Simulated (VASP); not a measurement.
A run of VASP 6.6.1 is set up as follows.

INCAR

```
SYSTEM = GaP
  PREC = Accurate
  ENCUT = 500
  EDIFF = 1E-8
  ISMEAR = 0
  SIGMA = 0.01
  LREAL = .False.
  LASPH = .True.
  NELM = 120
  ALGO = Normal
  ISIF = 2
  LWAVE = .False.
  LCHARG = .True.
  GGA = PE
  IVDW = 12
  NBANDS = 16
  IBRION = 6
  NFREE = 2
  POTIM = 0.015
  NSW = 1
  GGA_COMPAT = .False.
```

Contents of KPOINTS:

```
Automatic mesh
0
Gamma
  8 8 8
  0 0 0
```

File POSCAR:

```
GaP
1.0
    0.0000000000      2.7229173955      2.7229173955
    2.7229173955      0.0000000000      2.7229173955
    2.7229173955      2.7229173955      0.0000000000
Ga P
1 1
Direct
    0.0000000000      0.0000000000      0.0000000000
    0.2500000000      0.2500000000      0.2500000000
```

Potentials or basis: VASP PAW PBE potentials, release 64 (Ga_d, P).

Command:

```bash
$ cat potpaw_PBE.64/Ga_d/POTCAR potpaw_PBE.64/P/POTCAR > POTCAR
$ mpirun -np 1 vasp_std > vasp.out
```

**Question.** What does it give for the highest phonon frequency at Γ, LO-TO splitting left out?

**Answer.** 358 cm⁻¹.

**Question.** Predict the dispersion energy per atom.

**Answer.** -0.317 eV.

Phonon frequencies in cm⁻¹ (negative: imaginary):
```tsv
q point	frequencies
(0.000, 0.000, 0.000)	0 0 0 358 358 358
```
